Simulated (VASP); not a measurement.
# Os (Pm-3m) in VASP: notebook

The runs below take Os through single point, with LDA.

All numbers are computed with VASP 6.6.1; they aren't measurements. Logs are shortened: lines on timing, memory, paths and dates and some standing lists are left out, and cuts for length are marked.

**1. The cell of the first run**

Symmetry: Pm-3m, No. 221, cubic system. The conventional cell has a = 2.213 Å, b = 2.213 Å, c = 2.213 Å, α = 90.00°, β = 90.00°, γ = 90.00°. Os (site symmetry m-3m) has 6 Os at 2.21 Å within 2.9 Å.

**2. Single point, LDA (volume scaled by 0.68)**

INCAR reads:

```
PREC = Accurate ; ENCUT = 520
EDIFF = 1E-6 ; ISMEAR = -1
SIGMA = 0.05 ; LREAL = F
LASPH = T ; NELM = 80
ALGO = Normal ; ISIF = 2
LWAVE = F ; LCHARG = F
NBANDS = 10
```

KPOINTS reads:

```
Automatic mesh
0
Gamma
  17 17 17
```

POSCAR reads:

```
Os
1.0
    2.2131537804      0.0000000000      0.0000000000
    0.0000000000      2.2131537804      0.0000000000
    0.0000000000      0.0000000000      2.2131537804
Os
1
Direct
    0.0000000000      0.0000000000      0.0000000000
```

Potentials or basis: VASP PAW LDA potentials, release 64 (Os).

Launch:

```bash
> cat potpaw_LDA.64/Os/POTCAR > POTCAR
> mpirun -np 1 vasp_std > vasp.out
```

OUTCAR:

```text
PREC = Accurate
   ENCUT = 520
   EDIFF = 1E-6
   ISMEAR = -1
   LREAL = F
   LASPH = T
   NELM = 80
   ISIF = 2

 ion  position               nearest neighbor table
   1  0.000  0.000  0.000-

  LATTYP: Found a simple cubic cell.
 ALAT       =     2.2131537804

  Lattice vectors:

 A1 = (   2.2131537804,   0.0000000000,   0.0000000000)
 A2 = (   0.0000000000,   2.2131537804,   0.0000000000)
 A3 = (   0.0000000000,   0.0000000000,   2.2131537804)

Analysis of symmetry for initial positions (statically):
=====================================================================
 Subroutine PRICEL returns:
 Original cell was already a primitive cell.

 Routine SETGRP: Setting up the symmetry group for a
 simple cubic supercell.

 Subroutine GETGRP returns: Found 48 space group operations
 (whereof 48 operations were pure point group operations)
 out of a pool of 48 trial point group operations.

The static configuration has the point symmetry O_h .

Analysis of symmetry for dynamics (positions and initial velocities):
=====================================================================
 Subroutine PRICEL returns:
 Original cell was already a primitive cell.

 Routine SETGRP: Setting up the symmetry group for a
 simple cubic supercell.

 Subroutine GETGRP returns: Found 48 space group operations
 (whereof 48 operations were pure point group operations)
 out of a pool of 48 trial point group operations.

The dynamic configuration has the point symmetry O_h .

 Subroutine INISYM returns: Found 48 space group operations
 (whereof 48 operations are pure point group operations),
 and found     1 'primitive' translations

----------------------------------------------------------------------------------------

                                     Primitive cell

  volume of cell :      10.8401

  direct lattice vectors                    reciprocal lattice vectors
     2.213153780  0.000000000  0.000000000     0.451843884  0.000000000  0.000000000
     0.000000000  2.213153780  0.000000000     0.000000000  0.451843884  0.000000000
     0.000000000  0.000000000  2.213153780     0.000000000  0.000000000  0.451843884

  length of vectors
     2.213153780  2.213153780  2.213153780     0.451843884  0.451843884  0.451843884

  position of ions in fractional coordinates (direct lattice)
     0.000000000  0.000000000  0.000000000

  ion indices of the primitive-cell ions
   primitive index   ion index
                 1           1

----------------------------------------------------------------------------------------

 KPOINTS: Automatic mesh

Automatic generation of k-mesh.
 Grid dimensions read from file:
 generate k-points for:   17   17   17

 Generating k-lattice:

  Cartesian coordinates                     Fractional coordinates (reciprocal lattice)
     0.026579052  0.000000000  0.000000000     0.058823529  0.000000000  0.000000000
     0.000000000  0.026579052  0.000000000     0.000000000  0.058823529  0.000000000
     0.000000000  0.000000000  0.026579052     0.000000000  0.000000000  0.058823529

  Length of vectors
     0.026579052  0.026579052  0.026579052

  Shift w.r.t. Gamma in fractional coordinates (k-lattice)
     0.000000000  0.000000000  0.000000000

 Subroutine IBZKPT returns following result:
 ===========================================

 Found    165 irreducible k-points:

 Following reciprocal coordinates:
            Coordinates               Weight
  0.000000  0.000000  0.000000      1.000000
  0.058824  0.000000  0.000000      6.000000
  0.117647  0.000000  0.000000      6.000000
  0.176471  0.000000  0.000000      6.000000
  0.235294  0.000000  0.000000      6.000000
  0.294118  0.000000  0.000000      6.000000
[... 16 lines left out ...]
  0.411765  0.117647  0.000000     24.000000
  0.470588  0.117647  0.000000     24.000000
 [... further k-points ...]
   k-points           NKPTS =    165   k-points in BZ     NKDIM =    165   number of bands    NBANDS=     10
   number of dos      NEDOS =    301   number of ions     NIONS =      1
   total plane-waves  NPLWV =   4096
   dimension x,y,z NGX =    16 NGY =   16 NGZ =   16
   dimension x,y,z NGXF=    32 NGYF=   32 NGZF=   32
   ions per type =               1
   NGX,Y,Z   is equivalent  to a cutoff of  12.02, 12.02, 12.02 a.u.
   NGXF,Y,Z  is equivalent  to a cutoff of  24.04, 24.04, 24.04 a.u.
 SYSTEM =  unknown system
   PREC   = accura    normal or accurate (medium, high low for compatibility)
   ISTART =      0    job   : 0-new  1-cont  2-samecut
   ICHARG =      2    charge: 1-file 2-atom 10-const
   ISPIN  =      1    spin polarized calculation?
   LNONCOLLINEAR =      F non collinear calculations
   LSORBIT =      F    spin-orbit coupling
   LASPH  =      T    aspherical Exc in radial PAW
   ENCUT  =  520.0 eV  38.22 Ry    6.18 a.u.   4.11  4.11  4.11*2*pi/ulx,y,z
   NELM   =     80;   NELMIN=  2; NELMDL= -5     # of ELM steps
   EDIFF  = 0.1E-05   stopping-criterion for ELM
   LREAL  =      F    real-space projection
   EDIFFG = 0.1E-04   stopping-criterion for IOM
   NSW    =      0    number of steps for IOM
   IBRION =     -1    ionic relax: 0-MD 1-quasi-New 2-CG
   NFREE  =      0    steps in history (QN), initial steepest desc. (CG)
   ISIF   =      2    stress and relaxation
   ISYM   =      2    0-nonsym 1-usesym 2-fastsym
   POTIM  = 0.5000    time-step for ionic-motion
   TEBEG  =    0.0;   TEEND  =   0.0 temperature during run
   PSTRESS=    0.0 pullay stress
   NELECT =       8.0000    total number of electrons
   NUPDOWN=      -1.0000    fix difference up-down
   EMIN   =  10.00;   EMAX   =-10.00  energy-range for DOS
   EFERMI =   0.00;   METHOD = LEGACY
   ISMEAR =    -1;   SIGMA  =   0.05  broadening in eV -4-tet -1-fermi 0-gaus
   EFERMI_NEDOS =   21; number of points for ismear=-14 and -15
   IALGO  =     38    algorithm
   IMIX   =      4    mixing-type and parameters
     AMIX     =   0.40;   BMIX     =  1.00
     AMIX_MAG =   1.60;   BMIX_MAG =  1.00
  volume/ion in A,a.u.               =      10.84        73.15
  Fermi-wavevector in a.u.,A,eV,Ry     =   1.479426  2.795710 29.779087  2.188701
  Thomas-Fermi vector in A             =   2.593585
   LORBIT       =      0    0 simple, 1 ext, 2 COOP (PROOUT), +10 PAW based schemes
   GGA     = CA    functional components
   LHFCALC =     F    Hartree Fock is set to
   AEXX    =    0.0000 exact exchange contribution
   IVDW    =     0    specifies the selected vdW correction
   LEPSILON=     F    determine dielectric tensor
   LRPA    =     F    only Hartree local field effects (RPA)
 non-spin polarized calculation
  energy-cutoff  :      520.00
  volume of cell :       10.84
 maximum number of plane-waves:       303
   NGX =  9   NGY =  9   NGZ =  9

 number of electron       8.0000003 magnetization

 Free energy of the ion-electron system (eV)
  ---------------------------------------------------
  ext. energy  EPLUGINS =         0.00000000
  ---------------------------------------------------
  free energy    TOTEN  =        -7.85816811 eV

  energy without entropy =       -7.85212667  energy(sigma->0) =       -7.85514739

 E-fermi :  14.2393     XC(G=0): -15.4756

 val. band max:       14.2367757531   @ k =   0.2353   0.1765   0.1176
 cond. band min:      14.2481179776   @ k =   0.2941   0.1765   0.0588
 fundamental gap:      0.0113422245
 Fermi energy:        14.2393363205

 k-point     1 :       0.0000    0.0000    0.0000
  band No.  band energies     occupation
      1       0.9244      2.00000
      2       3.6474      2.00000
      3       3.6474      2.00000
      4      18.6218      0.00000
      5      18.6218      0.00000
      6      18.6218      0.00000
      7      33.2077      0.00000
      8      33.2077      0.00000
      9      33.2077      0.00000
     10      41.9105      0.00000

 k-point     2 :       0.0588    0.0000    0.0000
  band No.  band energies     occupation
      1       1.1060      2.00000
      2       3.6933      2.00000
      3       3.8920      2.00000
      4      18.2767      0.00000
      5      18.2767      0.00000
      6      18.6459      0.00000
      7      32.3047      0.00000
      8      33.6181      0.00000
      9      33.6181      0.00000
     10      42.3669      0.00000

 k-point     3 :       0.1176    0.0000    0.0000
  band No.  band energies     occupation
      1       1.5725      2.00000
      2       3.8271      2.00000
      3       4.6629      2.00000
      4      17.3797      0.00000
      5      17.3797      0.00000
      6      18.7157      0.00000
      7      30.3910      0.00000
      8      34.6950      0.00000
      9      34.6950      0.00000
     10      39.6030      0.00000

 k-point     4 :       0.1765    0.0000    0.0000
  band No.  band energies     occupation
      1       2.1745      2.00000
      2       4.0359      2.00000
      3       5.9810      2.00000
      4      16.2062      0.00000
      5      16.2062      0.00000
      6      18.8227      0.00000
      7      28.3536      0.00000
      8      36.1272      0.00000
      9      36.1272      0.00000
     10      37.0479      0.00000

 k-point     5 :       0.2353    0.0000    0.0000
  band No.  band energies     occupation
      1       2.8275      2.00000
      2       4.2980      2.00000
      3       7.7052      2.00000
      4      14.9910      0.00000
      5      14.9910      0.00000
      6      18.9539      0.00000
      7      26.6112      0.00000
      8      34.8005      0.00000
      9      37.6534      0.00000
     10      37.6534      0.00000

 k-point     6 :       0.2941    0.0000    0.0000
  band No.  band energies     occupation
      1       3.5028      2.00000
      2       4.5826      2.00000
      3       9.5162      2.00000
      4      13.8889      1.99819
      5      13.8889      1.99819
      6      19.0923      0.00000
      7      25.4660      0.00000
      8      32.9150      0.00000
      9      39.1205      0.00000
     10      39.1205      0.00000

 k-point     7 :       0.3529    0.0000    0.0000
  band No.  band energies     occupation
      1       4.1584      2.00000
      2       4.8515      2.00000
      3      10.9935      2.00000
      4      12.9964      2.00000
      5      12.9964      2.00000
      6      19.2191      0.00000
      7      25.2119      0.00000
      8      31.4397      0.00000
      9      40.4403      0.00000
     10      40.4403      0.00000

 k-point     8 :       0.4118    0.0000    0.0000
  band No.  band energies     occupation
      1       4.7102      2.00000
      2       5.0629      2.00000
      3      11.8380      2.00000
      4      12.3728      2.00000
      5      12.3728      2.00000
      6      19.3161      0.00000
      7      25.8987      0.00000
      8      30.4217      0.00000
      9      40.8845      0.00000
     10      41.5094      0.00000

 k-point     9 :       0.4706    0.0000    0.0000
  band No.  band energies     occupation
      1       5.0372      2.00000
      2       5.1798      2.00000
      3      12.0529      2.00000
      4      12.0529      2.00000
      5      12.1345      2.00000
      6      19.3687      0.00000
      7      26.8515      0.00000
      8      29.9008      0.00000
      9      39.1007      0.00000
     10      42.1452      0.00000
[... 118 lines left out ...]
 k-point    19 :       0.1765    0.1176    0.0000
  band No.  band energies     occupation
      1       2.8324      2.00000
      2       4.8526      2.00000
      3       6.2715      2.00000
      4      14.8773      0.00001
      5      16.2842      0.00000
      6      17.6992      0.00000
      7      29.6640      0.00000
      8      32.9319      0.00000
      9      37.7425      0.00000
     10      37.8901      0.00000

 k-point    20 :       0.2353    0.1176    0.0000
  band No.  band energies     occupation
      1       3.4393      2.00000
      2       5.1684      2.00000
      3       7.8412      2.00000
      4      13.8089      1.99964
      5      15.1090      0.00000
      6      17.8330      0.00000
      7      27.8241      0.00000
      8      34.0198      0.00000
      9      36.1568      0.00000
     10      39.3452      0.00000

 k-point    21 :       0.2941    0.1176    0.0000
  band No.  band energies     occupation
      1       4.0507      2.00000
      2       5.5051      2.00000
      3       9.1418      2.00000
      4      13.3343      2.00000
      5      14.0268      1.97190
      6      17.9895      0.00000
      7      26.4724      0.00000
      8      33.9252      0.00000
      9      35.7000      0.00000
     10      40.8805      0.00000

 k-point    22 :       0.3529    0.1176    0.0000
  band No.  band energies     occupation
      1       4.6265      2.00000
      2       5.8665      2.00000
      3       9.3771      2.00000
      4      13.1456      2.00000
      5      13.9079      1.99736
      6      18.1367      0.00000
      7      25.8679      0.00000
      8      32.7294      0.00000
      9      36.5660      0.00000
     10      42.2816      0.00000

 k-point    23 :       0.4118    0.1176    0.0000
  band No.  band energies     occupation
      1       5.0808      2.00000
      2       6.2452      2.00000
      3       8.9520      2.00000
      4      12.5282      2.00000
      5      14.7644      0.00006
      6      18.2505      0.00000
      7      26.1372      0.00000
      8      31.7978      0.00000
      9      37.4476      0.00000
     10      42.5281      0.00000

 k-point    24 :       0.4706    0.1176    0.0000
  band No.  band energies     occupation
      1       5.3244      2.00000
      2       6.5555      2.00000
      3       8.5469      2.00000
      4      12.2111      2.00000
      5      15.2029      0.00000
      6      18.3125      0.00000
      7      26.7878      0.00000
      8      31.2967      0.00000
      9      38.2781      0.00000
     10      40.0628      0.00000

 [... further k-points ...]
[... 5 lines left out ...]
  --------------------------------------------------------------------------------------
  -------------------------------------------------------------------------------------
  Total       19.2014869     19.2014869     19.2014869     -0.0000000      0.0000000     -0.0000000
  in kB     2837.9887366   2837.9887366   2837.9887366     -0.0000000      0.0000000     -0.0000000
  external PRESSURE =    2837.9887366 kB  Pullay stress =       0.0000000 kB

 VOLUME and BASIS-vectors are now :
 -----------------------------------------------------------------------------
  energy-cutoff  :      520.00
  volume of cell :       10.84
      direct lattice vectors                 reciprocal lattice vectors
     2.213153780  0.000000000  0.000000000     0.451843884  0.000000000  0.000000000
     0.000000000  2.213153780  0.000000000     0.000000000  0.451843884  0.000000000
     0.000000000  0.000000000  2.213153780     0.000000000  0.000000000  0.451843884

 POSITION                                       TOTAL-FORCE (eV/Angst)
 -----------------------------------------------------------------------------------
      0.00000      0.00000      0.00000         0.000000      0.000000      0.000000
 -----------------------------------------------------------------------------------
    total drift:                                0.000000     -0.000000     -0.000000

  FREE ENERGIE OF THE ION-ELECTRON SYSTEM (eV)
  ---------------------------------------------------
  free  energy   TOTEN  =        -7.8581681131 eV

  energy  without entropy=       -7.8521266691  energy(sigma->0) =       -7.85514739
```

Run time: 4.9 s. Hardware: 1 thread of AMD EPYC 9R45 (Zen 5), shared host; peak memory 0.09 GiB.

Results:

| Item | Value |
| --- | --- |
| Free energy | -7.8582 eV |
| Pressure | 283.8 GPa |
| Band gap on the k mesh | zero (band 4 reaches 20.90 eV, above the bottom of band 5 at 12.00 eV) |

Levels at points of the mesh, in eV from the Fermi level:
| k point | band 1 | band 2 | band 3 | band 4 | band 5 | band 6 | band 7 | band 8 |
| --- | --- | --- | --- | --- | --- | --- | --- | --- |
| (0.00, 0.00, 0.00) | -13.31 | -10.59 | -10.59 | 4.38 | 4.38 | 4.38 | 18.97 | 18.97 |

Caveat: spin-orbit coupling is left out, which moves the levels of the heavy elements.

**3. Single point, LDA (volume scaled by 0.68)**

INCAR reads:

```
SYSTEM = Os
ALGO = Normal
EDIFF = 1E-6
ENCUT = 520
ISIF = 2
ISMEAR = -1
LASPH = .TRUE.
LCHARG = .FALSE.
LREAL = .FALSE.
LWAVE = .FALSE.
NBANDS = 10
NELM = 60
PREC = Accurate
SIGMA = 0.05
```

KPOINTS reads:

```
k-points
0
G
  17 17 17
  0 0 0
```

POSCAR is that of step 2.

Potentials or basis: VASP PAW LDA potentials, release 64 (Os).

Launch:

```bash
> cat potpaw_LDA.64/Os/POTCAR > POTCAR
> mpirun -np 1 vasp_std > vasp.out
```

Run time: 5 s. Hardware: 1 thread of AMD EPYC 9R45 (Zen 5), shared host; peak memory 0.09 GiB.

The run converged. Its results:

| Quantity | Value |
| --- | --- |
| Free energy | -7.8582 eV |
| Pressure | 283.8 GPa |
| Band gap on the k mesh | zero (band 4 reaches 20.90 eV, above the bottom of band 5 at 12.00 eV) |

Levels at points of the mesh, in eV from the Fermi level:
```csv
k point,band 1,band 2,band 3,band 4,band 5,band 6,band 7,band 8,band 9
"(0.00, 0.00, 0.00)",-13.31,-10.59,-10.59,4.38,4.38,4.38,18.97,18.97,18.97
```

Caveat: spin-orbit coupling is left out, which moves the levels of the heavy elements.

(Part 1 of 2 ends here.)
